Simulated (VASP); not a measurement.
A run of VASP 6.6.1 is set up as follows.

Contents of INCAR:

```
ALGO     = Normal         # electronic algorithm
EDIFF    = 1E-6           # SCF threshold, eV
ENCUT    = 500            # plane-wave cutoff, eV
GGA_COMPAT= False        
ISIF     = 2              # what is computed and relaxed
ISMEAR   = -1             # smearing method
LASPH    = True           # aspherical terms in the spheres
LCHARG   = False          # write CHGCAR
LREAL    = False          # projectors in reciprocal space
LWAVE    = False          # write WAVECAR
NBANDS   = 17             # bands
NELM     = 120            # most SCF steps
PREC     = Accurate       # precision mode
SIGMA    = 0.05           # smearing width, eV
```

Contents of KPOINTS:

```
k-points
0
Gamma
  6 6 6
```

POSCAR

```
PbSe
1.0
    3.7331742709      0.0000000000      0.0000000000
    0.0000000000      3.7331742709      0.0000000000
    0.0000000000      0.0000000000      3.7331742709
Pb Se
1 1
Direct
    0.0000000000      0.0000000000      0.0000000000
    0.5000000000      0.5000000000      0.5000000000
```

Potentials or basis: VASP PAW LDA potentials, release 64 (Pb_d, Se).

Command:

```console
$ cat potpaw_LDA.64/Pb_d/POTCAR potpaw_LDA.64/Se/POTCAR > POTCAR
$ mpirun -np 1 vasp_std > vasp.out
```

(1) Predict the pressure.

(2) What does it give for the band gap on the k mesh?

Results:

(1) -2.9 GPa.

(2) zero (bands 10 and 11 overlap by 0.94 eV).

Caveat: spin-orbit coupling is left out, which moves the levels of the heavy elements.
